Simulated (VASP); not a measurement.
# Mo in VASP: further runs

Aim: see how the results for Mo move with the level of theory and the settings. Levels: r2SCAN, PBEsol. Tasks: single point.

Everything below comes from runs of VASP 6.6.1. Logs are shortened: lines on timing, memory, paths and dates and some standing lists are left out, and cuts for length are marked.

## Step 1: The cell of the first run

The structure is cubic, space group Im-3m (No. 229). The conventional cell has a = 3.182 Å, b = 3.182 Å, c = 3.182 Å, α = 90.00°, β = 90.00°, γ = 90.00°. Within 3.6 Å of Mo (site symmetry m-3m) lie 14 Mo at 2.76 to 3.18 Å.

## Step 2: Single point, r2SCAN (functional r2SCAN, strained)

POSCAR

```
Mo
1.0
   -1.5911873500      1.5911873500      1.5911873500
    1.5911873500     -1.5911873500      1.5911873500
    1.5911873500      1.5911873500     -1.5911873500
Mo
1
Direct
    0.0000000000      0.0000000000      0.0000000000
```

INCAR.step1

```
SYSTEM = Mo
  PREC = Accurate
  ENCUT = 520
  ISMEAR = 0
  SIGMA = 0.1
  LREAL = .FALSE.
  LASPH = .TRUE.
  NELM = 60
  NBANDS = 13
  GGA = PE
  ALGO = Normal
  EDIFF = 1E-4
  LWAVE = .TRUE.
  LCHARG = .FALSE.
```

INCAR.step2

```
SYSTEM = Mo
  PREC = Accurate
  ENCUT = 520
  EDIFF = 1E-6
  ISMEAR = 0
  SIGMA = 0.1
  LREAL = .FALSE.
  LASPH = .TRUE.
  NELM = 60
  ALGO = Normal
  ISIF = 2
  LWAVE = .FALSE.
  LCHARG = .FALSE.
  METAGGA = R2SCAN
  LMIXTAU = .TRUE.
  NBANDS = 13
  ISTART = 1
```

KPOINTS

```
Automatic mesh
0
G
  18 18 18
  0 0 0
```

Potentials or basis: VASP PAW PBE potentials, release 64 (Mo_sv).

Launch:

```bash
$ cat potpaw_PBE.64/Mo_sv/POTCAR > POTCAR
$ cp INCAR.step1 INCAR
$ mpirun -np 1 vasp_std > vasp.out
$ cp INCAR.step2 INCAR
$ mpirun -np 1 vasp_std > vasp.out
```

OUTCAR:

```text
SYSTEM = Mo
   PREC = Accurate
   ENCUT = 520
   EDIFF = 1E-6
   ISMEAR = 0
   LREAL = .FALSE.
   LASPH = .TRUE.
   NELM = 60
   ISIF = 2
   METAGGA = R2SCAN
   ISTART = 1

 ion  position               nearest neighbor table
   1  0.000  0.000  0.000-

  LATTYP: Found a body centered cubic cell.
 ALAT       =     3.1823747000

  Lattice vectors:

 A1 = (  -1.5911873500,   1.5911873500,   1.5911873500)
 A2 = (   1.5911873500,  -1.5911873500,   1.5911873500)
 A3 = (   1.5911873500,   1.5911873500,  -1.5911873500)

Analysis of symmetry for initial positions (statically):
=====================================================================
 Subroutine PRICEL returns:
 Original cell was already a primitive cell.

 Routine SETGRP: Setting up the symmetry group for a
 body centered cubic supercell.

 Subroutine GETGRP returns: Found 48 space group operations
 (whereof 48 operations were pure point group operations)
 out of a pool of 48 trial point group operations.

The static configuration has the point symmetry O_h .

Analysis of symmetry for dynamics (positions and initial velocities):
=====================================================================
 Subroutine PRICEL returns:
 Original cell was already a primitive cell.

 Routine SETGRP: Setting up the symmetry group for a
 body centered cubic supercell.

 Subroutine GETGRP returns: Found 48 space group operations
 (whereof 48 operations were pure point group operations)
 out of a pool of 48 trial point group operations.

The dynamic configuration has the point symmetry O_h .

 Subroutine INISYM returns: Found 48 space group operations
 (whereof 48 operations are pure point group operations),
 and found     1 'primitive' translations

----------------------------------------------------------------------------------------

                                     Primitive cell

  volume of cell :      16.1148

  direct lattice vectors                    reciprocal lattice vectors
    -1.591187350  1.591187350  1.591187350     0.000000000  0.314230754  0.314230754
     1.591187350 -1.591187350  1.591187350     0.314230754  0.000000000  0.314230754
     1.591187350  1.591187350 -1.591187350     0.314230754  0.314230754  0.000000000

  length of vectors
     2.756017335  2.756017335  2.756017335     0.444389393  0.444389393  0.444389393

  position of ions in fractional coordinates (direct lattice)
     0.000000000  0.000000000  0.000000000

  ion indices of the primitive-cell ions
   primitive index   ion index
                 1           1

----------------------------------------------------------------------------------------

 KPOINTS: Automatic mesh

Automatic generation of k-mesh.
 Grid dimensions read from file:
 generate k-points for:   18   18   18

 Generating k-lattice:

  Cartesian coordinates                     Fractional coordinates (reciprocal lattice)
     0.000000000  0.017457264  0.017457264     0.055555556  0.000000000  0.000000000
     0.017457264  0.000000000  0.017457264     0.000000000  0.055555556  0.000000000
     0.017457264  0.017457264  0.000000000     0.000000000  0.000000000  0.055555556

  Length of vectors
     0.024688300  0.024688300  0.024688300

  Shift w.r.t. Gamma in fractional coordinates (k-lattice)
     0.000000000  0.000000000  0.000000000

 Subroutine IBZKPT returns following result:
 ===========================================

 Found    195 irreducible k-points:

 Following reciprocal coordinates:
            Coordinates               Weight
  0.000000  0.000000  0.000000      1.000000
  0.055556  0.000000  0.000000     12.000000
  0.111111  0.000000  0.000000     12.000000
  0.166667  0.000000  0.000000     12.000000
  0.222222  0.000000  0.000000     12.000000
  0.277778  0.000000  0.000000     12.000000
[... 16 lines left out ...]
  0.333333  0.111111 -0.000000     48.000000
  0.388889  0.111111 -0.000000     48.000000
 [... further k-points ...]
   k-points           NKPTS =    195   k-points in BZ     NKDIM =    195   number of bands    NBANDS=     13
   number of dos      NEDOS =    301   number of ions     NIONS =      1
   total plane-waves  NPLWV =   8000
   dimension x,y,z NGX =    20 NGY =   20 NGZ =   20
   dimension x,y,z NGXF=    40 NGYF=   40 NGZF=   40
   ions per type =               1
   NGX,Y,Z   is equivalent  to a cutoff of  12.06, 12.06, 12.06 a.u.
   NGXF,Y,Z  is equivalent  to a cutoff of  24.13, 24.13, 24.13 a.u.
 SYSTEM =  Mo
   PREC   = accura    normal or accurate (medium, high low for compatibility)
   ISTART =      1    job   : 0-new  1-cont  2-samecut
   ICHARG =      0    charge: 1-file 2-atom 10-const
   ISPIN  =      1    spin polarized calculation?
   LNONCOLLINEAR =      F non collinear calculations
   LSORBIT =      F    spin-orbit coupling
   LASPH  =      T    aspherical Exc in radial PAW
   ENCUT  =  520.0 eV  38.22 Ry    6.18 a.u.   5.12  5.12  5.12*2*pi/ulx,y,z
   NELM   =     60;   NELMIN=  2; NELMDL=  0     # of ELM steps
   EDIFF  = 0.1E-05   stopping-criterion for ELM
   LREAL  =      F    real-space projection
   EDIFFG = 0.1E-04   stopping-criterion for IOM
   NSW    =      0    number of steps for IOM
   IBRION =     -1    ionic relax: 0-MD 1-quasi-New 2-CG
   NFREE  =      0    steps in history (QN), initial steepest desc. (CG)
   ISIF   =      2    stress and relaxation
   ISYM   =      2    0-nonsym 1-usesym 2-fastsym
   POTIM  = 0.5000    time-step for ionic-motion
   TEBEG  =    0.0;   TEEND  =   0.0 temperature during run
   PSTRESS=    0.0 pullay stress
   NELECT =      14.0000    total number of electrons
   NUPDOWN=      -1.0000    fix difference up-down
   EMIN   =  10.00;   EMAX   =-10.00  energy-range for DOS
   EFERMI =   0.00;   METHOD = LEGACY
   ISMEAR =     0;   SIGMA  =   0.10  broadening in eV -4-tet -1-fermi 0-gaus
   EFERMI_NEDOS =   21; number of points for ismear=-14 and -15
   IALGO  =     38    algorithm
   IMIX   =      4    mixing-type and parameters
     AMIX     =   0.40;   BMIX     =  1.00
     AMIX_MAG =   1.60;   BMIX_MAG =  1.00
  volume/ion in A,a.u.               =      16.11       108.75
  Fermi-wavevector in a.u.,A,eV,Ry     =   1.562103  2.951946 33.200450  2.440164
  Thomas-Fermi vector in A             =   2.665070
   LORBIT       =      0    0 simple, 1 ext, 2 COOP (PROOUT), +10 PAW based schemes
   METAGGA = R2SCAN    functional components
   LHFCALC =     F    Hartree Fock is set to
   AEXX    =    0.0000 exact exchange contribution
   IVDW    =     0    specifies the selected vdW correction
   LEPSILON=     F    determine dielectric tensor
   LRPA    =     F    only Hartree local field effects (RPA)
 non-spin polarized calculation
 Gauss-broadening in eV      SIGMA  =   0.10
  energy-cutoff  :      520.00
  volume of cell :       16.11
 maximum number of plane-waves:       466
   NGX = 11   NGY = 11   NGZ = 11

 number of electron      14.0000006 magnetization

 Free energy of the ion-electron system (eV)
  ---------------------------------------------------
  ext. energy  EPLUGINS =         0.00000000
  ---------------------------------------------------
  free energy    TOTEN  =       -26.06871276 eV

  energy without entropy =      -26.06584240  energy(sigma->0) =      -26.06727758

 E-fermi :  12.0672     XC(G=0): -14.4446

 val. band max:       12.0514046397   @ k =   0.3889   0.1111   0.0556
 cond. band min:      12.0697367747   @ k =  -0.3889   0.4444   0.2778
 fundamental gap:      0.0183321350
 Fermi energy:        12.0671812629

 k-point     1 :       0.0000    0.0000    0.0000
  band No.  band energies     occupation
      1     -51.1608      2.00000
      2     -23.7034      2.00000
      3     -23.7034      2.00000
      4     -23.7034      2.00000
      5       4.5009      2.00000
      6      10.6969      2.00000
      7      10.6969      2.00000
      8      10.6969      2.00000
      9      13.9229      0.00000
     10      13.9229      0.00000
     11      27.5122      0.00000
     12      27.5122      0.00000
     13      27.5122      0.00000

 k-point     2 :       0.0556    0.0000    0.0000
  band No.  band energies     occupation
      1     -51.1531      2.00000
      2     -23.7476      2.00000
      3     -23.7170      2.00000
      4     -23.7037      2.00000
      5       4.6404      2.00000
      6      10.6183      2.00000
      7      10.6836      2.00000
      8      10.8256      2.00000
      9      13.8056      0.00000
     10      13.9240      0.00000
     11      27.6140      0.00000
     12      27.7458      0.00000
     13      27.7719      0.00000

 k-point     3 :       0.1111    0.0000    0.0000
  band No.  band energies     occupation
      1     -51.1310      2.00000
      2     -23.8736      2.00000
      3     -23.7560      2.00000
      4     -23.7045      2.00000
      5       5.0397      2.00000
      6      10.3999      2.00000
      7      10.6271      2.00000
      8      11.2065      2.00000
      9      13.5434      0.00000
     10      13.9328      0.00000
     11      27.8527      0.00000
     12      28.4061      0.00000
     13      28.4265      0.00000
[... 305 lines left out ...]
 k-point    23 :       0.3333    0.1111   -0.0000
  band No.  band energies     occupation
      1     -50.9230      2.00000
      2     -24.8921      2.00000
      3     -24.1314      2.00000
      4     -23.7709      2.00000
      5       7.1904      2.00000
      6       8.9097      2.00000
      7      11.3472      2.00000
      8      13.6126      0.00000
      9      14.6604      0.00000
     10      16.5617      0.00000
     11      25.0103      0.00000
     12      25.9256      0.00000
     13      30.4557      0.00000

 k-point    24 :       0.3889    0.1111   -0.0000
  band No.  band energies     occupation
      1     -50.9014      2.00000
      2     -24.9872      2.00000
      3     -24.1769      2.00000
      4     -23.7727      2.00000
      5       7.0679      2.00000
      6       8.7787      2.00000
      7      11.9909      1.71915
      8      13.7438      0.00000
      9      14.8785      0.00000
     10      17.4318      0.00000
     11      23.9591      0.00000
     12      25.2988      0.00000
     13      29.5314      0.00000

 [... further k-points ...]
[... 5 lines left out ...]
  --------------------------------------------------------------------------------------
  -------------------------------------------------------------------------------------
  Total       -0.6741022     -0.6741022     -0.6741022      0.0000000     -0.0000000     -0.0000000
  in kB      -67.0212274    -67.0212274    -67.0212274      0.0000000     -0.0000000     -0.0000000
  external PRESSURE =     -67.0212274 kB  Pullay stress =       0.0000000 kB

 VOLUME and BASIS-vectors are now :
 -----------------------------------------------------------------------------
  energy-cutoff  :      520.00
  volume of cell :       16.11
      direct lattice vectors                 reciprocal lattice vectors
    -1.591187350  1.591187350  1.591187350     0.000000000  0.314230754  0.314230754
     1.591187350 -1.591187350  1.591187350     0.314230754  0.000000000  0.314230754
     1.591187350  1.591187350 -1.591187350     0.314230754  0.314230754  0.000000000

 POSITION                                       TOTAL-FORCE (eV/Angst)
 -----------------------------------------------------------------------------------
      0.00000      0.00000      0.00000         0.000000      0.000000      0.000000
 -----------------------------------------------------------------------------------
    total drift:                                0.000000      0.000000      0.000000

  FREE ENERGIE OF THE ION-ELECTRON SYSTEM (eV)
  ---------------------------------------------------
  free  energy   TOTEN  =       -26.0687127555 eV

  energy  without entropy=      -26.0658424030  energy(sigma->0) =      -26.06727758
```

Wall time 3 min (1 thread of Intel Xeon 8259CL, shared host); peak memory 0.16 GiB.

Results:

- Free energy: -26.0687 eV
- Pressure: -6.7 GPa
- Band gap on the k mesh: zero (band 7 reaches 16.03 eV, above the bottom of band 8 at 10.70 eV)

Levels at points of the mesh, in eV from the Fermi level:
```tsv
k point	band 3	band 4	band 5	band 6	band 7	band 8	band 9	band 10	band 11	band 12
(0.00, 0.00, 0.00)	-35.77	-35.77	-7.57	-1.37	-1.37	-1.37	1.86	1.86	15.45	15.45
(0.50, 0.00, 0.00)	-36.21	-35.78	-5.41	-3.44	1.46	1.81	2.49	4.71	11.76	12.45
(0.50, 0.50, 0.50)	-36.71	-36.71	-5.41	-5.41	3.96	3.96	3.96	9.23	9.23	9.23
```

Caveat: the cell differs from its parent crystal (functional r2SCAN, strained); the PAW data sets were made with another functional, which shifts forces and pressure a little.

## Step 3: Single point, PBEsol (strained)

INCAR

```
  PREC = Accurate
  ENCUT = 520
  EDIFF = 1E-7
  ISMEAR = 0
  SIGMA = 0.1
  LREAL = False
  LASPH = True
  NELM = 100
  ALGO = Normal
  ISIF = 2
  LWAVE = False
  LCHARG = True
  GGA = PS
  LELF = True
  LVHAR = True
  NBANDS = 13
```

KPOINTS

```
Automatic mesh
0
Gamma
  16 16 16
```

POSCAR

```
Mo
1.0
   -1.5820441300      1.6291741300      1.6291741300
    1.5820441300     -1.6291741300      1.6291741300
    1.5820441300      1.6291741300     -1.6291741300
Mo
1
Direct
    0.0000000000      0.0000000000      0.0000000000
```

Potentials or basis: VASP PAW PBE potentials, release 64 (Mo_sv).

Launch:

```bash
$ cat potpaw_PBE.64/Mo_sv/POTCAR > POTCAR
$ mpirun -np 1 vasp_std > vasp.out
```

Wall time 81 s (1 thread of Intel Xeon 8259CL, shared host); peak memory 0.19 GiB.

Results (log left out):

| Item | Value |
| --- | --- |
| Free energy | -11.6746 eV |
| Pressure | -20.7 GPa |
| Band gap on the k mesh | zero (band 7 reaches 14.93 eV, above the bottom of band 8 at 10.17 eV) |

Stress tensor (GPa, compression positive):
```
-15.47   0.00   0.00
  0.00 -23.36   0.00
  0.00   0.00 -23.36
```

Levels at points of the mesh, in eV from the Fermi level:
```
           k point  band 4  band 5  band 6  band 7  band 8  band 9  band 10  band 11
(0.00, 0.00, 0.00)  -34.60   -7.01   -1.41   -1.10   -1.10    1.33     1.73    14.54
(0.50, 0.00, 0.00)  -34.60   -4.89   -2.83    1.24    1.28    1.98     4.27    10.41
(0.00, 0.50, 0.00)  -34.62   -4.92   -3.17    1.46    1.60    2.25     4.33    10.68
(0.50, 0.50, 0.50)  -35.34   -4.95   -4.88    3.61    3.61    3.70     8.26     8.26
```

Caveat: the cell differs from its parent crystal (strained); the PAW data sets were made with another functional, which shifts forces and pressure a little.

## Step 4: Single point, PBEsol

This run uses another cell than the first one, of 15.32 Å³/atom, 0.951 times its volume.

INCAR

```
SYSTEM = Mo
PREC     = Accurate       ! precision mode
ENCUT    = 520            ! plane-wave cutoff, eV
EDIFF    = 1E-7           ! SCF threshold, eV
ISMEAR   = 0              ! smearing method
SIGMA    = 0.1            ! smearing width, eV
LREAL    = .FALSE.        ! projectors in reciprocal space
LASPH    = .TRUE.         ! aspherical terms in the spheres
NELM     = 100            ! most SCF steps
ALGO     = Fast           ! electronic algorithm
ISIF     = 2              ! what is computed and relaxed
LWAVE    = .FALSE.        ! write WAVECAR
LCHARG   = .TRUE.         ! write CHGCAR
GGA      = PS             ! functional
LELF     = .TRUE.         ! ELF
LVHAR    = .TRUE.       
NBANDS   = 13             ! bands
ISYM     = 0
```

KPOINTS

```
Automatic mesh
0
G
  13 13 15
  0 0 0
```

POSCAR

```
Mo
1.0
    2.7100592321      0.0000000000      0.0000000000
   -0.9033530774      2.5550683473      0.0000000000
    0.9033530774      1.2775341736      2.2127540971
Mo
1
Direct
    0.0000000000      0.0000000000      0.0000000000
```

Launch:

```bash
$ cat potpaw_PBE.64/Mo_sv/POTCAR > POTCAR
$ mpirun -np 1 vasp_std > vasp.out
```

Wall time 2.7 min (1 thread of AMD EPYC 7R13 (Zen 3), shared host); peak memory 0.29 GiB.

Results (log left out):

| Property | Result |
| --- | --- |
| Free energy | -11.7849 eV |
| Pressure | 0.4 GPa |
| Band gap on the k mesh | zero (band 7 reaches 16.56 eV, above the bottom of band 8 at 11.40 eV) |

Levels at points of the mesh, in eV from the Fermi level:
| k point | band 4 | band 5 | band 6 | band 7 | band 8 | band 9 | band 10 | band 11 |
| --- | --- | --- | --- | --- | --- | --- | --- | --- |
| (0.00, 0.00, 0.00) | -34.50 | -7.43 | -1.49 | -1.48 | -1.47 | 1.61 | 1.61 | 14.75 |

Caveat: the PAW data sets were made with another functional, which shifts forces and pressure a little.

## Step 5: Single point, PBEsol

This run uses another cell than the first one, of 15.32 Å³/atom, 0.951 times its volume.

INCAR

```
SYSTEM = Mo
ALGO = Fast
EDIFF = 1E-7
ENCUT = 520
GGA = PS
ISIF = 2
ISMEAR = 0
ISYM = 0
LASPH = .True.
LCHARG = .True.
LELF = .True.
LREAL = .False.
LVHAR = .True.
LWAVE = .False.
NBANDS = 13
NELM = 80
PREC = Accurate
SIGMA = 0.1
```

KPOINTS

```
k-points
0
Gamma
  13 8 26
  0 0 0
```

POSCAR

```
Mo
1.0
    2.7100592321      0.0000000000      0.0000000000
    0.0000000000      4.4255081942      0.0000000000
    0.9033530774      2.2127540971      1.2775341736
Mo
1
Direct
    0.0000000000      0.0000000000      0.0000000000
```

Launch:

```bash
$ cat potpaw_PBE.64/Mo_sv/POTCAR > POTCAR
$ mpirun -np 1 vasp_std > vasp.out
```

Run time: 3.8 min. Hardware: 1 thread of Intel Xeon Platinum 8375C at 2.90GHz (Ice Lake), shared host; peak memory 0.36 GiB.

The run converged. Its results:

```yaml
Free_energy: -11.7811 eV
Pressure: 0.7 GPa
Band_gap_on_the_k_mesh: zero (band 7 reaches 16.64 eV, above the bottom of band 8 at 11.39 eV)
```

Levels at points of the mesh, in eV from the Fermi level:
| k point | band 4 | band 5 | band 6 | band 7 | band 8 | band 9 | band 10 | band 11 |
| --- | --- | --- | --- | --- | --- | --- | --- | --- |
| (0.00, 0.00, 0.00) | -34.46 | -7.37 | -1.44 | -1.43 | -1.43 | 1.66 | 1.66 | 14.81 |
| (0.00, 0.50, 0.00) | -34.48 | -5.50 | -3.53 | 1.66 | 1.70 | 2.35 | 4.89 | 11.92 |
| (0.00, 0.00, 0.50) | -34.48 | -5.50 | -3.54 | 1.66 | 1.70 | 2.35 | 4.90 | 11.92 |
| (0.00, 0.50, 0.50) | -34.48 | -5.50 | -3.54 | 1.66 | 1.70 | 2.35 | 4.90 | 11.92 |

Caveat: the PAW data sets were made with another functional, which shifts forces and pressure a little.

## Step 6: Single point, PBEsol

This run uses another cell than the first one: it holds 4 atoms, not 1.

INCAR

```
ALGO = Fast
EDIFF = 1E-6
ENCUT = 520
GGA = PS
ISIF = 2
ISMEAR = 0
LASPH = T
LCHARG = F
LREAL = F
LWAVE = F
NBANDS = 36
NELM = 100
PREC = Accurate
SIGMA = 0.15
```

KPOINTS

```
k-points
0
Gamma
  23 23 7
```

POSCAR

```
Mo
1.0
   -1.5646534272      1.5646534272     -1.5646534272
   -1.5646534272     -1.5646534272      1.5646534272
    0.0000000000      6.2586137088      6.2586137088
Mo
4
Direct
    0.0000000000      0.0000000000      0.0000000000
    0.5000000000      0.5000000000      0.2500000000
    0.0000000000      0.0000000000      0.5000000000
    0.5000000000      0.5000000000      0.7500000000
```

Potentials or basis: VASP PAW PBE potentials, release 64 (Mo_sv).

Launch:

```bash
$ cat potpaw_PBE.64/Mo_sv/POTCAR > POTCAR
$ mpirun -np 1 vasp_std > vasp.out
```

Run time: 15 min. Hardware: 1 thread of Intel Xeon Platinum 8124M at 3.00GHz (Skylake/Cascade Lake), shared host; peak memory 0.86 GiB.

It converged, with:

- Free energy: -47.1297 eV
- Pressure: 0.7 GPa
- Band gap on the k mesh: zero (band 28 reaches 14.79 eV, above the bottom of band 29 at 11.67 eV)

Levels at points of the mesh, in eV from the Fermi level:
| k point | band 24 | band 25 | band 26 | band 27 | band 28 | band 29 | band 30 | band 31 | band 32 | band 33 |
| --- | --- | --- | --- | --- | --- | --- | --- | --- | --- | --- |
| (0.00, 0.00, 0.00) | -1.62 | -1.62 | -1.42 | -1.42 | -1.42 | 1.08 | 1.08 | 1.14 | 1.14 | 1.67 |

Caveat: the PAW data sets were made with another functional, which shifts forces and pressure a little.

## Step 7: Overview

```csv
level,cell,k mesh,smearing,gap on the mesh (eV),pressure (GPa)
r2SCAN,"a = 2.756 Å, angles 109.5°, 1 atom",18 × 18 × 18,gaussian 0.1 eV,none,-6.7
PBEsol,"a = 2.795 Å, angles 111.0, 108.7, 108.7°, 1 atom",16 × 16 × 16,gaussian 0.1 eV,none,-20.7
PBEsol,"a = 2.710 Å, angles 70.5, 70.5, 109.5°, 1 atom",13 × 13 × 15,gaussian 0.1 eV,none,0.4
PBEsol,"a = 2.710, b = 4.426 Å, angles 35.3, 70.5, 90.0°, 1 atom",13 × 8 × 26,gaussian 0.1 eV,none,0.7
PBEsol,"a = 2.710, b = 2.710, c = 8.851 Å, angles 90.0, 90.0, 109.5°, 4 atoms",23 × 23 × 7,gaussian 0.15 eV,none,0.7
```

Alike in all rows: task single point; potentials or basis VASP PAW PBE potentials, release 64 (Mo_sv); no spin polarisation; cutoff (eV) 520.

Caveats: the PAW data sets were made with another functional, which shifts forces and pressure a little.

Absolute energies hang on the potentials; compare differences alone.
